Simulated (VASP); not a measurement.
# CuSi16 (a cell with a defect) in VASP: further runs, part 2 of 3

VASP 6.6.1.

### Step 3. Single point, LDA

INCAR reads:

```
SYSTEM = CuSi16
  PREC = Accurate
  ENCUT = 520
  EDIFF = 1E-6
  ISMEAR = 0
  SIGMA = 0.05
  LREAL = Auto
  LASPH = .True.
  NELM = 80
  ALGO = Normal
  ISIF = 2
  LWAVE = .False.
  LCHARG = .True.
  LELF = .True.
  LVHAR = .True.
  NBANDS = 52
  NELECT = 74.0
```

KPOINTS reads:

```
Automatic mesh
0
Gamma
  2 2 2
  0 0 0
```

POSCAR reads:

```
CuSi16
1.0
    0.0000000000      5.4300000000      5.4300000000
    5.4300000000      0.0000000000      5.4300000000
    5.4300000000      5.4300000000      0.0000000000
Si Cu
16 1
Direct
    0.0341193370     -0.0098801105     -0.0099882136
    0.1285700737      0.1294962247      0.1293656538
   -0.0045953959      0.0042563536      0.5038427256
    0.1348980663      0.1278118785      0.6133080110
   -0.0069323204      0.5026146409      0.0059842541
    0.1284495396      0.6165707182      0.1293832413
   -0.0039969613      0.5006529466      0.5037923573
    0.1096218232      0.6314185083      0.6318067219
    0.5020152855      0.0061543278      0.0050204420
    0.6615393186      0.1196387661      0.1007231123
    0.5087489871      0.0116156538      0.4731504604
    0.6231960405      0.1353210866      0.6168479742
    0.5020435543      0.4890472376      0.0063396869
    0.6201551565      0.6238269797      0.1345897790
    0.4808054328      0.5076127993      0.5095080110
    0.6238441989      0.6280707182      0.6177959484
    0.4613765193      0.8519951197      0.8372485267
```

Potentials or basis: VASP PAW LDA potentials, release 64 (Si, Cu).

Started as:

```bash
cat potpaw_LDA.64/Si/POTCAR potpaw_LDA.64/Cu/POTCAR > POTCAR
mpirun -np 1 vasp_std > vasp.out
```

OUTCAR:

```text
SYSTEM = CuSi16
   PREC = Accurate
   ENCUT = 520
   EDIFF = 1E-6
   ISMEAR = 0
   LREAL = Auto
   LASPH = .True.
   NELM = 80
   ISIF = 2
   NELECT = 74.0

 ion  position               nearest neighbor table
   1  0.034  0.990  0.990-  10 2.34   2 2.35   6 2.35   4 2.37  17 2.68
   2  0.129  0.129  0.129-   5 2.34   9 2.34   1 2.35   3 2.35
   3  0.995  0.004  0.504-  12 2.33   4 2.34   8 2.34   2 2.35
   4  0.135  0.128  0.613-   3 2.34   7 2.34  11 2.35   1 2.37
   5  0.993  0.503  0.006-  14 2.34   6 2.34   2 2.34   8 2.35
   6  0.128  0.617  0.129-   5 2.34  13 2.34   7 2.35   1 2.35
   7  0.996  0.501  0.504-  16 2.33   8 2.34   4 2.34   6 2.35
   8  0.110  0.631  0.632-  15 2.33   7 2.34   3 2.34   5 2.35
   9  0.502  0.006  0.005-  10 2.33  17 2.34   2 2.34  14 2.40  12 2.43
  10  0.662  0.120  0.101-   9 2.33  13 2.33   1 2.34  11 2.34
  11  0.509  0.012  0.473-  17 2.34  10 2.34   4 2.35  12 2.40  16 2.41
  12  0.623  0.135  0.617-   3 2.33  15 2.34  11 2.40   9 2.43  17 2.46
  13  0.502  0.489  0.006-  10 2.33  17 2.34   6 2.34  14 2.39  16 2.44
  14  0.620  0.624  0.135-   5 2.34  15 2.35  13 2.39   9 2.40  17 2.53
  15  0.481  0.508  0.510-   8 2.33  16 2.34  12 2.34  14 2.35
  16  0.624  0.628  0.618-   7 2.33  15 2.34  11 2.41  13 2.44  17 2.45
  17  0.461  0.852  0.837-  11 2.34   9 2.34  13 2.34  16 2.45  12 2.46  14 2.53   1 2.68

  LATTYP: Found a face centered cubic cell.
 ALAT       =    10.8600000000

  Lattice vectors:

 A1 = (   0.0000000000,   5.4300000000,   5.4300000000)
 A2 = (   5.4300000000,   0.0000000000,   5.4300000000)
 A3 = (   5.4300000000,   5.4300000000,   0.0000000000)

Analysis of symmetry for initial positions (statically):
=====================================================================
 Subroutine PRICEL returns:
 Original cell was already a primitive cell.

[... 156 lines left out ...]
  Fermi-wavevector in a.u.,A,eV,Ry     =   1.004636  1.898488 13.732283  1.009294
  Thomas-Fermi vector in A             =   2.137265
   LORBIT       =      0    0 simple, 1 ext, 2 COOP (PROOUT), +10 PAW based schemes
   GGA     = CA    functional components
   LHFCALC =     F    Hartree Fock is set to
   AEXX    =    0.0000 exact exchange contribution
   IVDW    =     0    specifies the selected vdW correction
   LEPSILON=     F    determine dielectric tensor
   LRPA    =     F    only Hartree local field effects (RPA)
 non-spin polarized calculation
 Gauss-broadening in eV      SIGMA  =   0.05
  energy-cutoff  :      520.00
  volume of cell :      320.21
 maximum number of plane-waves:      8646
 NGX is ok and might be reduce to    60
   NGX = 29   NGY = 29   NGZ = 29

 number of electron      74.0000000 magnetization

 Free energy of the ion-electron system (eV)
  ---------------------------------------------------
  ext. energy  EPLUGINS =         0.00000000
  ---------------------------------------------------
  free energy    TOTEN  =      -103.88353097 eV

  energy without entropy =     -103.88252546  energy(sigma->0) =     -103.88302821

 E-fermi :   6.3365     XC(G=0):  -9.8154

 val. band max:        6.2667457658   @ k =   0.0000   0.0000   0.0000
 cond. band min:       6.4063121303   @ k =   0.0000   0.0000   0.0000
 fundamental gap:      0.1395663645
 Fermi energy:         6.3365289493

 k-point     1 :       0.0000    0.0000    0.0000
  band No.  band energies     occupation
      1      -5.9634      2.00000
      2      -3.5927      2.00000
      3      -3.5796      2.00000
      4      -3.5565      2.00000
      5      -3.5067      2.00000
      6      -2.0839      2.00000
[... 405 lines left out ...]
     48      10.3409      0.00000
     49      10.3492      0.00000
 [bands above 49 left out]

------------------------ aborting loop because EDIFF is reached ----------------------------------------

  FORCE on cell =-STRESS in cart. coord.  units (eV):
  Direction    XX          YY          ZZ          XY          YZ          ZX
  --------------------------------------------------------------------------------------
  -------------------------------------------------------------------------------------
  Total       -9.0029781     -9.7030896     -9.1806085      0.0161732      0.2158040      0.5228381
  in kB      -45.0471473    -48.5502129    -45.9359356      0.0809240      1.0797930      2.6160639
  external PRESSURE =     -46.5110986 kB  Pullay stress =       0.0000000 kB

 VOLUME and BASIS-vectors are now :
 -----------------------------------------------------------------------------
  energy-cutoff  :      520.00
  volume of cell :      320.21
      direct lattice vectors                 reciprocal lattice vectors
     0.000000000  5.430000000  5.430000000    -0.092081031  0.092081031  0.092081031
     5.430000000  0.000000000  5.430000000     0.092081031 -0.092081031  0.092081031
     5.430000000  5.430000000  0.000000000     0.092081031  0.092081031 -0.092081031

 POSITION                                       TOTAL-FORCE (eV/Angst)
 -----------------------------------------------------------------------------------
     10.75212      5.56103      5.56162        -0.011351      0.014289     -0.001440
      1.40562      1.40059      1.40130         0.013457     -0.014293      0.011422
      2.75898      8.14091      5.42816        -0.014996     -0.008634     -0.003597
      4.02428      4.06276      1.42652         0.013929     -0.016531     -0.001044
      2.76169      5.42485      8.12156        -0.004737     -0.006829     -0.004947
      4.05053      1.40003      4.04546        -0.008195     -0.005020     -0.001425
[... 9 lines left out ...]
      6.76506      6.74211      6.79790        -0.017076     -0.009356      0.001080
      9.17259      7.05153      7.13161        -0.017063      0.026964      0.014062
 -----------------------------------------------------------------------------------
    total drift:                                0.000527     -0.000046     -0.004404

  FREE ENERGIE OF THE ION-ELECTRON SYSTEM (eV)
  ---------------------------------------------------
  free  energy   TOTEN  =      -103.8835309658 eV

  energy  without entropy=     -103.8825254638  energy(sigma->0) =     -103.88302821
```

It took 4.1 min on 1 thread of Intel Xeon Platinum 8488C (Sapphire Rapids), shared host; peak memory 0.4 GiB.

Results:

```
Free energy   : -103.8835 eV
Largest force : 0.037 eV/Å
```

Forces on the atoms (eV/Å):
```
Si  -0.011  0.014 -0.001
Si   0.013 -0.014  0.011
Si  -0.015 -0.009 -0.004
Si   0.014 -0.017 -0.001
Si  -0.005 -0.007 -0.005
Si  -0.008 -0.005 -0.001
Si  -0.003 -0.011  0.002
Si   0.011 -0.006 -0.003
Si   0.005  0.022 -0.022
Si   0.013  0.013  0.016
Si  -0.016 -0.004 -0.018
Si   0.023 -0.003  0.029
Si   0.000  0.012 -0.017
Si   0.013  0.016  0.011
Si   0.001 -0.019 -0.013
Si  -0.017 -0.009  0.001
Cu  -0.017  0.027  0.014
```

Caveat: the k points lie up to 0.50 Å⁻¹ apart; the cell carries a net charge on a neutralising background, which shifts energy and pressure; the cell is charged against a uniform background, so pressure and absolute levels hang on convention.

### Step 4. Single point, LDA

INCAR reads:

```
  PREC = Accurate
  ENCUT = 520
  EDIFF = 1E-7
  ISMEAR = 0
  SIGMA = 0.05
  LREAL = Auto
  LASPH = True
  NELM = 100
  ALGO = Normal
  ISIF = 2
  LWAVE = False
  LCHARG = False
  GGA = CA
  NBANDS = 52
  NELECT = 74.0
```

KPOINTS reads:

```
regular mesh
0
Gamma
  2 2 2
```

POSCAR reads:

```
CuSi16
1.0
    0.0000000000      5.4300000000      5.4300000000
    5.4300000000      0.0000000000      5.4300000000
    5.4300000000      5.4300000000      0.0000000000
Si Cu
16 1
Direct
    0.0090250460     -0.0021581952      0.0028834254
    0.1218796501      0.1247181400      0.1379673112
    0.0009710866     -0.0063414365      0.5125464088
    0.1375912523      0.1278597606      0.6142146409
    0.0000023941      0.4975979742      0.0120876611
    0.1219272560      0.6228821363      0.1378237569
    0.0007502762      0.5003097606      0.5124635359
    0.1248616022      0.6217969613      0.6386755985
    0.4966976059     -0.0041388582      0.0023793738
    0.6393125230      0.1426766114      0.0828406998
    0.5171909761      0.0176893186      0.4555243094
    0.6283048803      0.1265354512      0.6144326888
    0.4968445672      0.5125852670      0.0022193370
    0.6270976980      0.6212923573      0.1377792818
    0.4968174033      0.4992354512      0.5124197974
    0.6281902394      0.6386320442      0.6142836096
    0.3911855433      0.8966818600      0.8228363720
```

Potentials or basis: VASP PAW LDA potentials, release 64 (Si, Cu).

Started as:

```bash
cat potpaw_LDA.64/Si/POTCAR potpaw_LDA.64/Cu/POTCAR > POTCAR
mpirun -np 1 vasp_std > vasp.out
```

OUTCAR:

```text
PREC = Accurate
   ENCUT = 520
   EDIFF = 1E-7
   ISMEAR = 0
   LREAL = Auto
   LASPH = True
   NELM = 100
   ISIF = 2
   GGA = CA
   NELECT = 74.0

 ion  position               nearest neighbor table
   1  0.009  0.998  0.003-  10 2.34   2 2.35   6 2.35  17 2.42   4 2.44
   2  0.122  0.125  0.138-   5 2.34   3 2.35   1 2.35   9 2.35  17 2.97
   3  0.001  0.994  0.513-   8 2.33   4 2.34  12 2.34   2 2.35
   4  0.138  0.128  0.614-   7 2.34   3 2.34  11 2.39   1 2.44  17 2.52
   5  0.000  0.498  0.012-   2 2.34  14 2.34   6 2.34   8 2.34
   6  0.122  0.623  0.138-   5 2.34   7 2.35   1 2.35  13 2.35  17 2.97
   7  0.001  0.500  0.512-   8 2.33   4 2.34  16 2.34   6 2.35
   8  0.125  0.622  0.639-   7 2.33   3 2.33  15 2.33   5 2.34
   9  0.497  0.996  0.002-  10 2.34  14 2.35   2 2.35  12 2.43  17 2.43
  10  0.639  0.143  0.083-   1 2.34  13 2.34   9 2.34  11 2.34
  11  0.517  0.018  0.456-  17 2.30  10 2.34  12 2.39  16 2.39   4 2.39
  12  0.628  0.127  0.614-   3 2.34  15 2.34  11 2.39   9 2.43  17 2.54
  13  0.497  0.513  0.002-  10 2.34  14 2.35   6 2.35  16 2.43  17 2.43
  14  0.627  0.621  0.138-   5 2.34  15 2.35  13 2.35   9 2.35
  15  0.497  0.499  0.512-   8 2.33  16 2.34  12 2.34  14 2.35
  16  0.628  0.639  0.614-   7 2.34  15 2.34  11 2.39  13 2.43  17 2.54
  17  0.391  0.897  0.823-  11 2.30   1 2.42  13 2.43   9 2.43   4 2.52  16 2.54  12 2.54   6 2.97
                             2 2.97

  LATTYP: Found a face centered cubic cell.
 ALAT       =    10.8600000000

  Lattice vectors:

 A1 = (   0.0000000000,   5.4300000000,   5.4300000000)
 A2 = (   5.4300000000,   0.0000000000,   5.4300000000)
 A3 = (   5.4300000000,   5.4300000000,   0.0000000000)

Analysis of symmetry for initial positions (statically):
=====================================================================
 Subroutine PRICEL returns:
 Original cell was already a primitive cell.

 Routine SETGRP: Setting up the symmetry group for a
 face centered cubic supercell.

 Subroutine GETGRP returns: Found  1 space group operations
 (whereof  1 operations were pure point group operations)
 out of a pool of 48 trial point group operations.

The static configuration has the point symmetry C_1 .

Analysis of symmetry for dynamics (positions and initial velocities):
=====================================================================
 Subroutine PRICEL returns:
 Original cell was already a primitive cell.

 Routine SETGRP: Setting up the symmetry group for a
 face centered cubic supercell.

 Subroutine GETGRP returns: Found  1 space group operations
 (whereof  1 operations were pure point group operations)
 out of a pool of 48 trial point group operations.

The dynamic configuration has the point symmetry C_1 .

 Subroutine INISYM returns: Found  1 space group operations
 (whereof  1 operations are pure point group operations),
 and found     1 'primitive' translations

----------------------------------------------------------------------------------------

                                     Primitive cell

  volume of cell :     320.2060

  direct lattice vectors                    reciprocal lattice vectors
     0.000000000  5.430000000  5.430000000    -0.092081031  0.092081031  0.092081031
     5.430000000  0.000000000  5.430000000     0.092081031 -0.092081031  0.092081031
     5.430000000  5.430000000  0.000000000     0.092081031  0.092081031 -0.092081031

  length of vectors
     7.679179644  7.679179644  7.679179644     0.159489025  0.159489025  0.159489025
[... 77 lines left out ...]
   number of dos      NEDOS =    301   number of ions     NIONS =     17
   total plane-waves  NPLWV = 216000
   dimension x,y,z NGX =    60 NGY =   60 NGZ =   60
   dimension x,y,z NGXF=   120 NGYF=  120 NGZF=  120
   ions per type =              16   1
   NGX,Y,Z   is equivalent  to a cutoff of  12.99, 12.99, 12.99 a.u.
   NGXF,Y,Z  is equivalent  to a cutoff of  25.98, 25.98, 25.98 a.u.
 SYSTEM =  unknown system
   PREC   = accura    normal or accurate (medium, high low for compatibility)
   ISTART =      0    job   : 0-new  1-cont  2-samecut
   ICHARG =      2    charge: 1-file 2-atom 10-const
   ISPIN  =      1    spin polarized calculation?
   LNONCOLLINEAR =      F non collinear calculations
   LSORBIT =      F    spin-orbit coupling
   LASPH  =      T    aspherical Exc in radial PAW
   ENCUT  =  520.0 eV  38.22 Ry    6.18 a.u.  14.28 14.28 14.28*2*pi/ulx,y,z
   NELM   =    100;   NELMIN=  2; NELMDL= -5     # of ELM steps
   EDIFF  = 0.1E-06   stopping-criterion for ELM
   LREAL  =      T    real-space projection
   EDIFFG = 0.1E-05   stopping-criterion for IOM
   NSW    =      0    number of steps for IOM
   IBRION =     -1    ionic relax: 0-MD 1-quasi-New 2-CG
   NFREE  =      0    steps in history (QN), initial steepest desc. (CG)
   ISIF   =      2    stress and relaxation
   ISYM   =      2    0-nonsym 1-usesym 2-fastsym
   POTIM  = 0.5000    time-step for ionic-motion
   TEBEG  =    0.0;   TEEND  =   0.0 temperature during run
   PSTRESS=    0.0 pullay stress
   NELECT =      74.0000    total number of electrons
   NUPDOWN=      -1.0000    fix difference up-down
   EMIN   =  10.00;   EMAX   =-10.00  energy-range for DOS
   EFERMI =   0.00;   METHOD = LEGACY
   ISMEAR =     0;   SIGMA  =   0.05  broadening in eV -4-tet -1-fermi 0-gaus
   EFERMI_NEDOS =   21; number of points for ismear=-14 and -15
   IALGO  =     38    algorithm
   IMIX   =      4    mixing-type and parameters
     AMIX     =   0.40;   BMIX     =  1.00
     AMIX_MAG =   1.60;   BMIX_MAG =  1.00
  volume/ion in A,a.u.               =      18.84       127.11
  Fermi-wavevector in a.u.,A,eV,Ry     =   1.004636  1.898488 13.732283  1.009294
  Thomas-Fermi vector in A             =   2.137265
   LORBIT       =      0    0 simple, 1 ext, 2 COOP (PROOUT), +10 PAW based schemes
   GGA     = CA    functional components
   LHFCALC =     F    Hartree Fock is set to
   AEXX    =    0.0000 exact exchange contribution
   IVDW    =     0    specifies the selected vdW correction
   LEPSILON=     F    determine dielectric tensor
   LRPA    =     F    only Hartree local field effects (RPA)
 non-spin polarized calculation
 Gauss-broadening in eV      SIGMA  =   0.05
  energy-cutoff  :      520.00
  volume of cell :      320.21
 maximum number of plane-waves:      8646
 NGX is ok and might be reduce to    60
   NGX = 29   NGY = 29   NGZ = 29

 number of electron      74.0000002 magnetization

 Free energy of the ion-electron system (eV)
  ---------------------------------------------------
  ext. energy  EPLUGINS =         0.00000000
  ---------------------------------------------------
  free energy    TOTEN  =      -103.86631503 eV

  energy without entropy =     -103.86631502  energy(sigma->0) =     -103.86631502

 E-fermi :   6.3248     XC(G=0):  -9.8163

 val. band max:        6.1384999111   @ k =   0.0000   0.0000   0.0000
 cond. band min:       6.5094173219   @ k =   0.0000   0.0000   0.0000
 fundamental gap:      0.3709174108
 Fermi energy:         6.3248043931

 k-point     1 :       0.0000    0.0000    0.0000
  band No.  band energies     occupation
      1      -5.9589      2.00000
      2      -3.6265      2.00000
      3      -3.5364      2.00000
      4      -3.5259      2.00000
      5      -3.5244      2.00000
      6      -2.1030      2.00000
[... 405 lines left out ...]
     48      10.3550      0.00000
     49      10.3603      0.00000
 [bands above 49 left out]

------------------------ aborting loop because EDIFF is reached ----------------------------------------

  FORCE on cell =-STRESS in cart. coord.  units (eV):
  Direction    XX          YY          ZZ          XY          YZ          ZX
  --------------------------------------------------------------------------------------
  -------------------------------------------------------------------------------------
  Total       -9.8419901     -9.7484756     -9.8546767      0.4101012     -0.4021364     -0.4897201
  in kB      -49.2452134    -48.7773056    -49.3086917      2.0519754     -2.0121227     -2.4503549
  external PRESSURE =     -49.1104036 kB  Pullay stress =       0.0000000 kB

 VOLUME and BASIS-vectors are now :
 -----------------------------------------------------------------------------
  energy-cutoff  :      520.00
  volume of cell :      320.21
      direct lattice vectors                 reciprocal lattice vectors
     0.000000000  5.430000000  5.430000000    -0.092081031  0.092081031  0.092081031
     5.430000000  0.000000000  5.430000000     0.092081031 -0.092081031  0.092081031
     5.430000000  5.430000000  0.000000000     0.092081031  0.092081031 -0.092081031

 POSITION                                       TOTAL-FORCE (eV/Angst)
 -----------------------------------------------------------------------------------
      5.43394      0.06466      5.46729        -0.005660     -0.025113     -0.004764
      1.42638      1.41097      1.33903        -0.001326      0.009062     -0.007695
      8.17869      2.78840      5.40084         0.012726     -0.006103     -0.002623
      4.02946      4.08231      1.44140         0.002803     -0.006605     -0.005203
      2.76759      0.06565      2.70197         0.001010     -0.011711      0.003929
      4.13063      1.41045      4.04432         0.007692      0.007922      0.002335
[... 9 lines left out ...]
      6.80333      6.74663      6.87884        -0.004540     -0.002896     -0.007486
      9.33698      6.59214      6.99312         0.019308      0.023787     -0.015143
 -----------------------------------------------------------------------------------
    total drift:                               -0.006304     -0.007686     -0.013504

  FREE ENERGIE OF THE ION-ELECTRON SYSTEM (eV)
  ---------------------------------------------------
  free  energy   TOTEN  =      -103.8663150250 eV

  energy  without entropy=     -103.8663150165  energy(sigma->0) =     -103.86631502
```

Wall time 4.5 min (1 thread of Intel Xeon Platinum 8488C (Sapphire Rapids), shared host); peak memory 0.4 GiB.

What came out:

* Free energy: -103.8663 eV
* Largest force: 0.035 eV/Å

Forces in eV/Å, atoms in the order of the input:
```
Si  -0.006 -0.025 -0.005
Si  -0.001  0.009 -0.008
Si   0.013 -0.006 -0.003
Si   0.003 -0.007 -0.005
Si   0.001 -0.012  0.004
Si   0.008  0.008  0.002
Si  -0.001 -0.004 -0.004
Si  -0.003 -0.006  0.008
Si  -0.005  0.011  0.033
Si   0.005  0.009 -0.005
Si  -0.018 -0.007  0.013
Si   0.009  0.002  0.010
Si  -0.030  0.009 -0.005
Si   0.015 -0.005 -0.009
Si  -0.005  0.002 -0.004
Si  -0.005 -0.003 -0.007
Cu   0.019  0.024 -0.015
```

Levels at points of the mesh, in eV from the Fermi level:
```tsv
k point	band 33	band 34	band 35	band 36	band 37	band 38	band 39	band 40	band 41	band 42
(0.00, 0.00, 0.00)	-0.95	-0.93	-0.74	-0.19	-0.19	0.18	0.50	0.50	0.53	0.54
(0.50, 0.00, 0.00)	-2.05	-0.89	-0.84	-0.77	-0.73	0.50	0.98	1.19	1.22	1.39
(0.00, 0.50, 0.00)	-2.04	-0.89	-0.84	-0.77	-0.71	0.50	0.97	1.18	1.22	1.40
(0.00, 0.00, 0.50)	-2.03	-0.91	-0.91	-0.74	-0.73	0.31	1.16	1.22	1.22	1.36
(0.50, 0.50, 0.50)	-2.04	-0.89	-0.84	-0.77	-0.71	0.50	0.97	1.18	1.22	1.40
(0.50, 0.50, 0.00)	-1.84	-1.51	-1.44	-1.40	-1.01	0.59	0.95	1.93	1.97	2.04
(0.00, 0.50, 0.50)	-1.85	-1.51	-1.44	-1.40	-1.01	0.59	0.95	1.93	1.97	2.04
(0.50, 0.00, 0.50)	-1.84	-1.51	-1.43	-1.40	-1.00	0.58	0.96	1.93	1.97	2.04
```

Caveat: the k points lie up to 0.50 Å⁻¹ apart; the cell carries a net charge on a neutralising background, which shifts energy and pressure; the cell is charged against a uniform background, so pressure and absolute levels hang on convention.

(Continued in part 3 of 3.)
